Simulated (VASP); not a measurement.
ScPt:

```xyz
2
Lattice="3.2700 0.0000 0.0000 0.0000 3.2700 0.0000 0.0000 0.0000 3.2700" Properties=species:S:1:pos:R:3 pbc="T T T"
Sc    1.6350    1.6350    1.6350
Pt    0.0000    0.0000    0.0000
```

Base run:

| Property | Result |
| --- | --- |
| Program | VASP 6.6.1 |
| Functional | r2SCAN |
| Potentials or basis | VASP PAW PBE potentials, release 64 (Sc_sv, Pt) |
| Cutoff | 520 eV |
| k mesh | 8 × 8 × 8, shifted |
| Occupations | gaussian, width 0.1 eV |
| Spin | no spin polarisation |

Its results: pressure 3.1 GPa.

Task: The run is repeated on the same cell with these changes: k mesh from 8 × 8 × 8, shifted to 1 × 1 × 1. What comes out?

Result: Pressure -27.5 GPa.

Caveats: some runs use coarse meshes; the PAW data sets were made with another functional, which shifts forces and pressure a little.
